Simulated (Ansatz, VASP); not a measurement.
**BiTe in VASP and in Ansatz**

File INCAR:

```
ALGO     = Normal         # electronic algorithm
EDIFF    = 1E-6           # SCF threshold, eV
ENCUT    = 520            # plane-wave cutoff, eV
GGA      = CA             # functional
ISIF     = 2              # what is computed and relaxed
ISMEAR   = -1             # smearing method
LASPH    = T              # aspherical terms in the spheres
LCHARG   = F              # write CHGCAR
LREAL    = F              # projectors in reciprocal space
LWAVE    = F              # write WAVECAR
NBANDS   = 18             # bands
NELM     = 80             # most SCF steps
PREC     = Accurate       # precision mode
SIGMA    = 0.05           # smearing width, eV
```

KPOINTS

```
k-points
0
Gamma
  7 7 7
```

The input POSCAR:

```
BiTe
1.0
    2.4702239101      1.4261844395      3.3823534125
   -2.4702239101      1.4261844395      3.3823534125
    0.0000000000     -2.8523688790      3.3823534125
Bi Te
1 1
Direct
    0.5000000000      0.5000000000      0.5000000000
    0.0000000000      0.0000000000      0.0000000000
```

Contents of input.yaml:

```yaml
crystal:
  lattice:
    - [2.4702239101, 1.4261844395, 3.3823534125]
    - [-2.4702239101, 1.4261844395, 3.3823534125]
    - [0.0, -2.852368879, 3.3823534125]
  atoms:
    - { symbol: Bi, position: [0.5, 0.5, 0.5] }
    - { symbol: Te, position: [0.0, 0.0, 0.0] }
hamiltonian:
  xc: lda
  pseudopotentials: { kind: paw }
kpoints:
  mp_grid: { grid: [7, 7, 7] }
scf:
  occupations: { method: fermi_dirac, width: 0.05 }
output:
  forces: true
  stress: true
  eigenvalues: true
  write_density: true
  write_potential: true
  elf: true
  volumetric_format: npy
```

Alike in both runs: task single point; functional LDA; k mesh 7 × 7 × 7; occupations fermi-dirac, width 0.05 eV; no spin polarisation.

```csv
,VASP,Ansatz
version,VASP 6.6.1,Ansatz 0.2.0
potentials or method,"VASP PAW LDA potentials, release 64 (Bi_d, Te)",Ansatz PAW
plane-wave cutoff (eV),520,420
valence electrons in the cell,21,31
```

Ansatz gave:

```
gap on the k mesh at the Fermi level (eV)                     : none
pressure (GPa)                                                : -5.5
traceless stress, the component that is largest in VASP (GPa) : 0.82
```

Question: Estimate VASP's values.

Answer: gap on the k mesh at the Fermi level (eV): none; pressure (GPa): -5.5; traceless stress, the component that is largest in VASP (GPa): 0.80.

LDA's correlation is that of Perdew and Zunger in VASP and of Perdew and Wang (1992) in Ansatz. A gap of «none» marks a metal or a gap that the smearing closes. VASP's potentials hold 21 valence electrons a cell and Ansatz's 31, so a difference there can come from the potentials and not from the codes.

Spin-orbit coupling is off throughout.
